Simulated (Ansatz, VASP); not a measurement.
**One calculation of Co, two programs**

File INCAR:

```
SYSTEM = Co
PREC = Accurate
ENCUT = 600
EDIFF = 1E-6
ISMEAR = 0
SIGMA = 0.1
LREAL = .False.
LASPH = .True.
NELM = 150
ALGO = Fast
ISIF = 3
LWAVE = .False.
LCHARG = .False.
ISPIN = 2
MAGMOM = 1.94
LORBIT = 11
LMAXMIX = 4
GGA = PE
IBRION = 2
NSW = 80
EDIFFG = -0.01
```

The input KPOINTS:

```
Automatic mesh
0
Gamma
  20 20 20
  0 0 0
```

Contents of POSCAR:

```
Co
1.0
    0.0000000000      1.7667297292      1.7667297292
    1.7667297292      0.0000000000      1.7667297292
    1.7667297292      1.7667297292      0.0000000000
Co
1
Direct
    0.0000000000      0.0000000000      0.0000000000
```

Input for Ansatz:

```yaml
crystal:
  lattice:
    - [0.0, 1.7667297292, 1.7667297292]
    - [1.7667297292, 0.0, 1.7667297292]
    - [1.7667297292, 1.7667297292, 0.0]
  atoms:
    - { symbol: Co, position: [0.0, 0.0, 0.0], spin: 1.94 }
basis:
  ecutwfc: 420
kpoints:
  mp_grid: { grid: [20, 20, 20] }
hamiltonian:
  xc: pbe
scf:
  occupations: { method: gaussian, width: 0.1 }
output:
  forces: true
  stress: true
  eigenvalues: true
  populations: true
magnetization:
  spin_polarized: true
relax:
  adjacent_minimum: "off"
  f_tol: 0.01
  max_steps: 60
  cell: { stress_tol: 0.1 }
```

Alike in both runs: task relaxation of cell and atoms; functional PBE; k mesh 20 × 20 × 20; occupations gaussian, width 0.1 eV; collinear spin.

```csv
,VASP,Ansatz
version,VASP 6.6.1,Ansatz 0.2.0
potentials or method,"VASP PAW PBE potentials, release 64 (Co), cutoff 600 eV","scalar-relativistic, plane waves, PAW"
valence electrons in the cell,9,17
```

|  | VASP | Ansatz | Ansatz less VASP |
| --- | --- | --- | --- |
| gap on the k mesh at the Fermi level, each at its own relaxed structure (eV) | none | none | - |
| net moment per atom (μB) | 1.63 | 1.64 | +0.010 |
| size of the moment on the site where the two differ most (μB) | 1.65 | 1.71 | +0.061 |
| relaxed volume (Å³/atom) | 10.87 | 10.91 | +0.038 |
| relaxed cell length with the largest relative difference (Å) | 2.486 | 2.489 | +0.0029 |

Site moments also hang on the region over which each program counts them. A gap of «none» marks a metal or a gap that the smearing closes. VASP's potentials hold 9 valence electrons a cell and Ansatz's 17, so a difference there can come from the potentials and not from the codes.
